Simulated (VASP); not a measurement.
# MgO (Fm-3m) in VASP: G0W0 quasiparticle levels with PBE

Aim: the G0W0 quasiparticle levels of MgO with PBE.

Program: VASP 6.6.1. These are calculated values, not measurements. Logs are shortened: lines on timing, memory, paths and dates and some standing lists are left out, and cuts for length are marked.

## 1. The cell of the first run

Symmetry: Fm-3m, No. 225, cubic system. Conventional cell: a = 4.204 Å, b = 4.204 Å, c = 4.204 Å, α = 90.00°, β = 90.00°, γ = 90.00°. Mg (site symmetry m-3m) has 6 O at 2.10 Å within 2.8 Å. Within 2.8 Å of O (site symmetry m-3m) lie 6 Mg at 2.10 Å.

## 2. G0W0 quasiparticle levels, PBE

The input, POSCAR:

```
MgO
1.0
    0.0000000000      2.1021674155      2.1021674155
    2.1021674155      0.0000000000      2.1021674155
    2.1021674155      2.1021674155      0.0000000000
Mg O
1 1
Direct
    0.0000000000      0.0000000000      0.0000000000
    0.5000000000      0.5000000000      0.5000000000
```

The input, INCAR.step1:

```
SYSTEM = MgO
PREC = Accurate
ENCUT = 500
EDIFF = 1E-8
ISMEAR = 0
SIGMA = 0.01
LREAL = .False.
LASPH = .True.
NELM = 100
ALGO = Normal
LWAVE = .True.
LCHARG = .False.
GGA = PE
```

The input, INCAR.step2:

```
SYSTEM = MgO
PREC = Accurate
ENCUT = 500
EDIFF = 1E-8
ISMEAR = 0
SIGMA = 0.01
LREAL = .False.
LASPH = .True.
NELM = 1
ALGO = Exact
LWAVE = .True.
LCHARG = .False.
GGA = PE
NBANDS = 105
LOPTICS = .True.
ISTART = 1
```

The input, INCAR.step3:

```
SYSTEM = MgO
PREC = Accurate
ENCUT = 500
EDIFF = 1E-8
ISMEAR = 0
SIGMA = 0.01
LREAL = .False.
LASPH = .True.
ALGO = EVGW0
LWAVE = .False.
LCHARG = .False.
GGA = PE
NELMGW = 1
NBANDS = 105
ENCUTGW = 180.0
NOMEGA = 96
PRECFOCK = Fast
ISTART = 1
NBANDSGW = 12
OMEGAMAX = 20
```

The input, KPOINTS:

```
Automatic mesh
0
Gamma
  8 8 8
  0 0 0
```

Potentials or basis: VASP PAW PBE potentials, release 64 (Mg_GW, O_GW).

Command:

```bash
$ cat potpaw_PBE.64/Mg_GW/POTCAR potpaw_PBE.64/O_GW/POTCAR > POTCAR
$ cp INCAR.step1 INCAR
$ mpirun -np 1 vasp_std > vasp.out
$ cp INCAR.step2 INCAR
$ mpirun -np 1 vasp_std > vasp.out
$ cp INCAR.step3 INCAR
$ mpirun -np 1 vasp_std > vasp.out
```

OUTCAR:

```text
SYSTEM = MgO
   PREC = Accurate
   ENCUT = 500
   EDIFF = 1E-8
   ISMEAR = 0
   LREAL = .False.
   LASPH = .True.
   GGA = PE
   NELMGW = 1
   ENCUTGW = 180.0
   PRECFOCK = Fast
   ISTART = 1

 ion  position               nearest neighbor table
   1  0.000  0.000  0.000-   2 2.10   2 2.10   2 2.10   2 2.10   2 2.10   2 2.10
   2  0.500  0.500  0.500-   1 2.10   1 2.10   1 2.10   1 2.10   1 2.10   1 2.10

  LATTYP: Found a face centered cubic cell.
 ALAT       =     4.2043348310

  Lattice vectors:

 A1 = (   0.0000000000,   2.1021674155,   2.1021674155)
 A2 = (   2.1021674155,   0.0000000000,   2.1021674155)
 A3 = (   2.1021674155,   2.1021674155,   0.0000000000)

Analysis of symmetry for initial positions (statically):
=====================================================================
 Subroutine PRICEL returns:
 Original cell was already a primitive cell.

 Routine SETGRP: Setting up the symmetry group for a
 face centered cubic supercell.

 Subroutine GETGRP returns: Found 48 space group operations
 (whereof 48 operations were pure point group operations)
 out of a pool of 48 trial point group operations.

The static configuration has the point symmetry O_h .

Analysis of symmetry for dynamics (positions and initial velocities):
=====================================================================
 Subroutine PRICEL returns:
 Original cell was already a primitive cell.

 Routine SETGRP: Setting up the symmetry group for a
 face centered cubic supercell.

 Subroutine GETGRP returns: Found 48 space group operations
 (whereof 48 operations were pure point group operations)
 out of a pool of 48 trial point group operations.

The dynamic configuration has the point symmetry O_h .

 Subroutine INISYM returns: Found 48 space group operations
 (whereof 48 operations are pure point group operations),
 and found     1 'primitive' translations

----------------------------------------------------------------------------------------

                                     Primitive cell

  volume of cell :      18.5794

  direct lattice vectors                    reciprocal lattice vectors
     0.000000000  2.102167415  2.102167415    -0.237849753  0.237849753  0.237849753
     2.102167415  0.000000000  2.102167415     0.237849753 -0.237849753  0.237849753
     2.102167415  2.102167415  0.000000000     0.237849753  0.237849753 -0.237849753

  length of vectors
     2.972913669  2.972913669  2.972913669     0.411967856  0.411967856  0.411967856

  position of ions in fractional coordinates (direct lattice)
     0.000000000  0.000000000  0.000000000
     0.500000000  0.500000000  0.500000000

  ion indices of the primitive-cell ions
   primitive index   ion index
                 1           1
                 2           2

----------------------------------------------------------------------------------------

 KPOINTS: Automatic mesh

Automatic generation of k-mesh.
 Grid dimensions read from file:
 generate k-points for:    8    8    8

 Generating k-lattice:

  Cartesian coordinates                     Fractional coordinates (reciprocal lattice)
    -0.029731219  0.029731219  0.029731219     0.125000000  0.000000000  0.000000000
     0.029731219 -0.029731219  0.029731219     0.000000000  0.125000000  0.000000000
     0.029731219  0.029731219 -0.029731219     0.000000000  0.000000000  0.125000000

  Length of vectors
     0.051495982  0.051495982  0.051495982

  Shift w.r.t. Gamma in fractional coordinates (k-lattice)
     0.000000000  0.000000000  0.000000000

 Subroutine IBZKPT returns following result:
 ===========================================

 Found     29 irreducible k-points:

 Following reciprocal coordinates:
            Coordinates               Weight
  0.000000  0.000000  0.000000      1.000000
  0.125000  0.000000  0.000000      8.000000
  0.250000  0.000000  0.000000      8.000000
  0.375000  0.000000  0.000000      8.000000
  0.500000  0.000000  0.000000      4.000000
  0.125000  0.125000  0.000000      6.000000
[... 16 lines left out ...]
  0.500000  0.250000  0.125000     48.000000
 -0.375000  0.250000  0.125000     24.000000
 [... further k-points ...]
   k-points           NKPTS =     29   k-points in BZ     NKDIM =    512   number of bands    NBANDS=    105
   number of dos      NEDOS =    301   number of ions     NIONS =      2
   total plane-waves  NPLWV =  13824
   dimension x,y,z NGX =    24 NGY =   24 NGZ =   24
   dimension x,y,z NGXF=    48 NGYF=   48 NGZF=   48
   ions per type =               1   1
   NGX,Y,Z   is equivalent  to a cutoff of  13.42, 13.42, 13.42 a.u.
   NGXF,Y,Z  is equivalent  to a cutoff of  26.84, 26.84, 26.84 a.u.
 SYSTEM =  MgO
   PREC   = accura    normal or accurate (medium, high low for compatibility)
   ISTART =      1    job   : 0-new  1-cont  2-samecut
   ICHARG =      0    charge: 1-file 2-atom 10-const
   ISPIN  =      1    spin polarized calculation?
   LNONCOLLINEAR =      F non collinear calculations
   LSORBIT =      F    spin-orbit coupling
   LASPH  =      T    aspherical Exc in radial PAW
   ENCUT  =  500.0 eV  36.75 Ry    6.06 a.u.   5.42  5.42  5.42*2*pi/ulx,y,z
   NELM   =     60;   NELMIN=  2; NELMDL=  0     # of ELM steps
   EDIFF  = 0.1E-07   stopping-criterion for ELM
   LREAL  =      F    real-space projection
   EDIFFG = 0.1E-06   stopping-criterion for IOM
   NSW    =      0    number of steps for IOM
   IBRION =     -1    ionic relax: 0-MD 1-quasi-New 2-CG
   NFREE  =      0    steps in history (QN), initial steepest desc. (CG)
   ISIF   =      0    stress and relaxation
   ISYM   =      3    0-nonsym 1-usesym 2-fastsym
   POTIM  = 0.5000    time-step for ionic-motion
   TEBEG  =    0.0;   TEEND  =   0.0 temperature during run
   PSTRESS=    0.0 pullay stress
   NELECT =       8.0000    total number of electrons
   NUPDOWN=      -1.0000    fix difference up-down
   EMIN   =  10.00;   EMAX   =-10.00  energy-range for DOS
   EFERMI =   0.00;   METHOD = LEGACY
   ISMEAR =     0;   SIGMA  =   0.01  broadening in eV -4-tet -1-fermi 0-gaus
   EFERMI_NEDOS =   21; number of points for ismear=-14 and -15
   IALGO  =     38    algorithm
   IMIX   =      4    mixing-type and parameters
     AMIX     =   0.40;   BMIX     =  1.00
     AMIX_MAG =   1.60;   BMIX_MAG =  1.00
  volume/ion in A,a.u.               =       9.29        62.69
  Fermi-wavevector in a.u.,A,eV,Ry     =   1.236216  2.336109 20.792816  1.528229
  Thomas-Fermi vector in A             =   2.370833
   LORBIT       =      0    0 simple, 1 ext, 2 COOP (PROOUT), +10 PAW based schemes
   GGA     = PE    functional components
   LHFCALC =     T    Hartree Fock is set to
   PRECFOCK=fast      Normal, Fast or Accurate (Low or Medium for compatibility)
   ENCUT4O =  -1.0   cutoff for four orbital integrals eV
   NKREDX  =     1    reduce k-point grid by
   NKREDY  =     1    reduce k-point grid by
   NKREDZ  =     1    reduce k-point grid by
   AEXX    =    1.0000 exact exchange contribution
   HFSCREEN=    0.0000 screening length (either q_TF or 0.3 A-1)
   HFSCREENC=   0.0000 screening length for correlation (either q_TF or 0.3 A-1)
   ENCUTFOCK=  -1.0 apply spherical cutoff to Coloumb kernel
   IVDW    =     0    specifies the selected vdW correction
   LEPSILON=     F    determine dielectric tensor
   LRPA    =     F    only Hartree local field effects (RPA)
   LRPAFORCE           =     F    calculate RPA forces
   ENCUTGW             = 180.0    cutoff for response function in eV
   ENCUTGWSOFT         = 144.0    soft cutoff for Coulomb kernel in GW response function in eV
   ENCUTLF             =  -1.0    cutoff for local field effects
   NELMGW              =     1    number of iterations in solving QP/BSE equation
   NELMHF              =     1    number of iterations in the inner HF iteration
   NKREDLFX            =     1    NKREDLFY  =   1   NKREDLFZ  =   1
 non-spin polarized calculation
 Gauss-broadening in eV      SIGMA  =   0.01
  energy-cutoff  :      500.00
  volume of cell :       18.58
 maximum number of plane-waves:       489
 NGX is ok and might be reduce to    24
  NGX = 14; NGY = 14; NGZ = 14
   NGX = 11   NGY = 11   NGZ = 11
 maximum number of plane-waves:       113

 QP shifts <psi_nk| G(iteration)W_0 |psi_nk>: iteration 1
 for sc-GW calculations column KS-energies equals QP-energies in previous step
 and V_xc(KS)=  KS-energies - (<T + V_ion + V_H > + <T+V_H+V_ion>^1  + <V_x>^1)

 k-point   1 :       0.0000    0.0000    0.0000
  band No.  KS-energies  QP-energies   sigma(KS)   V_xc(KS)     V^pw_x(r,r')   Z            occupation Imag(sigma)

      1     -14.0735     -16.1794     -21.2779     -18.1205     -29.9078       0.6670       2.0000       1.0193
      2       3.2233       1.8300     -21.5110     -19.7386     -25.2264       0.7861       2.0000       0.0371
      3       3.2233       1.8300     -21.5110     -19.7386     -25.2264       0.7861       2.0000       0.0371
      4       3.2233       1.8300     -21.5110     -19.7386     -25.2264       0.7861       2.0000       0.0371
      5       8.0033       9.2187     -10.7698     -12.2125      -7.4977       0.8425       0.0000      -0.0398
      6      19.0620      20.2883      -7.5904      -9.0659      -3.0977       0.8311       0.0000      -0.0742
      7      19.0620      20.2883      -7.5904      -9.0659      -3.0977       0.8311       0.0000      -0.0742
      8      19.0620      20.2883      -7.5904      -9.0659      -3.0977       0.8311       0.0000      -0.0742
      9      22.9937      23.3865      -7.4215      -7.9373      -1.6847       0.7615       0.0000      -0.3831
     10      24.7750      26.2702      -8.0611      -9.8788      -3.2649       0.8227       0.0000      -0.1391
     11      24.7750      26.2702      -8.0611      -9.8788      -3.2649       0.8227       0.0000      -0.1391
     12      27.3733      28.8056      -7.6758      -9.4963      -1.8751       0.7867       0.0000      -0.4211

 k-point   2 :       0.1250    0.0000    0.0000
  band No.  KS-energies  QP-energies   sigma(KS)   V_xc(KS)     V^pw_x(r,r')   Z            occupation Imag(sigma)

      1     -13.9100     -16.0283     -21.4271     -18.2646     -30.0231       0.6698       2.0000       1.0083
      2       2.2664       0.7705     -20.1717     -18.2644     -23.7932       0.7843       2.0000       0.0389
      3       3.1189       1.7081     -21.4155     -19.6172     -25.1486       0.7846       2.0000       0.0375
      4       3.1189       1.7081     -21.4155     -19.6172     -25.1486       0.7846       2.0000       0.0375
      5       8.9170      10.2036     -11.6453     -13.1867      -8.4140       0.8347       0.0000      -0.0407
      6      17.3788      18.5476      -7.9055      -9.3171      -3.4174       0.8280       0.0000      -0.0716
      7      19.4216      20.6664      -7.7101      -9.2146      -3.1551       0.8274       0.0000      -0.0796
      8      19.4216      20.6664      -7.7101      -9.2146      -3.1551       0.8274       0.0000      -0.0796
      9      23.7675      25.2404      -7.7872      -9.5932      -2.9272       0.8156       0.0000      -0.1398
     10      23.7675      25.2404      -7.7872      -9.5932      -2.9272       0.8156       0.0000      -0.1398
     11      25.1371      25.8108      -7.7445      -8.6052      -1.9242       0.7828       0.0000      -0.5732
     12      27.6290      28.9190      -7.3140      -8.8910      -1.6414       0.8180       0.0000      -0.5614
[... 324 lines left out ...]
      1     -12.7945     -15.0138     -22.5857     -19.4410     -31.0243       0.7057       2.0000       0.9780
      2      -0.5023      -2.3591     -18.0113     -15.5895     -22.0060       0.7667       2.0000       0.0613
      3       1.4857      -0.1883     -19.6109     -17.4598     -23.4255       0.7782       2.0000       0.0447
      4       2.3494       0.8057     -20.6978     -18.7211     -24.5227       0.7809       2.0000       0.0404
      5      12.7660      14.2229     -10.9379     -12.7071      -6.9904       0.8235       0.0000      -0.0547
      6      14.9203      16.4332     -10.7726     -12.6276      -6.5081       0.8156       0.0000      -0.0634
      7      17.1876      18.6879      -8.2095     -10.0156      -3.8167       0.8307       0.0000      -0.0640
      8      20.3874      21.9062      -8.7190     -10.6104      -3.8157       0.8030       0.0000      -0.1093
      9      22.9516      24.2394      -8.4436     -10.0545      -3.1938       0.7994       0.0000      -0.2241
     10      25.6907      26.9569      -8.5008     -10.0836      -2.9038       0.8000       0.0000      -0.4200
     11      29.2491      30.5412      -7.2609      -8.8140      -1.6452       0.8319       0.0000      -0.6453
     12      32.1944      34.1522      -9.6992     -11.9627      -3.6377       0.8650       0.0000      -0.9724

 k-point  24 :      -0.3750    0.2500    0.1250
  band No.  KS-energies  QP-energies   sigma(KS)   V_xc(KS)     V^pw_x(r,r')   Z            occupation Imag(sigma)

      1     -12.6251     -14.8539     -22.7890     -19.6572     -31.2181       0.7117       2.0000       0.9748
      2      -0.7988      -2.6964     -17.7380     -15.2539     -21.7767       0.7639       2.0000       0.0649
      3       1.2771      -0.4187     -19.4228     -17.2407     -23.2508       0.7771       2.0000       0.0462
      4       2.2294       0.6668     -20.5896     -18.5870     -24.4267       0.7803       2.0000       0.0409
      5      12.9360      14.2774     -10.1387     -11.7563      -6.1574       0.8293       0.0000      -0.0541
      6      15.4777      17.2511     -12.3368     -14.5571      -7.9138       0.7987       0.0000      -0.0726
      7      16.7592      18.2413      -8.1600      -9.9395      -3.8230       0.8329       0.0000      -0.0611
      8      20.1410      21.6503      -8.6266     -10.4990      -3.7674       0.8061       0.0000      -0.1063
      9      23.8020      25.0034      -8.1710      -9.6653      -2.8572       0.8040       0.0000      -0.3066
     10      25.3442      26.6223      -8.5767     -10.1936      -2.9070       0.7905       0.0000      -0.3824
     11      29.4098      30.6660      -7.2695      -8.7828      -1.6338       0.8301       0.0000      -0.6577
     12      32.0542      33.8901      -9.1406     -11.2985      -3.4432       0.8508       0.0000      -0.7715

 [... further k-points ...]
```

Run time: 12 min. Hardware: 1 thread of Intel Xeon Platinum 8488C (Sapphire Rapids), shared host; peak memory 0.91 GiB.

Results:

```
Quasiparticle gap                                   : 7.39 eV
Least direct quasiparticle gap                      : 7.39 eV
Band gap of the starting levels on the mesh         : 4.78 eV
Least direct gap of the starting levels on the mesh : 4.78 eV
```

Caveat: bands, screening cutoff and mesh are small and nothing is extrapolated, so the quasiparticle values aren't converged.
